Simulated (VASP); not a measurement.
TiO2:

```
CELL_PARAMETERS angstrom
4.53767 0.00000 0.00000
0.00000 4.53767 0.00000
0.00000 0.00000 2.91922
ATOMIC_POSITIONS crystal
Ti 0.00000 0.00000 0.50000
Ti 0.50000 0.50000 0.00000
O 0.30432 0.30432 0.50000
O 0.19568 0.80432 0.00000
O 0.80432 0.19568 0.00000
O 0.69568 0.69568 0.50000
```

Base run:

- Program: VASP 6.6.1
- Functional: PBE
- Dispersion: D4
- Potentials or basis: VASP PAW PBE potentials, release 64 (Ti_sv, O)
- Cutoff: 520 eV
- k mesh: 6 × 6 × 9
- Occupations: fermi-dirac, width 0.05 eV
- Spin: no spin polarisation

Its results: band gap on the k mesh 1.94 eV; pressure 11.4 GPa; largest force 0.202 eV/Å.

Q: The run is repeated on the same cell with these changes: functional from PBE to r2SCAN; dispersion from D4 to none. What comes out?

A: Band gap on the k mesh 2.32 eV; pressure 11.5 GPa; largest force 0.186 eV/Å.

Several settings changed at once.

Caveats: the cell stands under pressure; an odd mesh through Γ misses points on the zone boundary, where band edges can lie; the PAW data sets were made with another functional, which shifts forces and pressure a little (at least some runs).
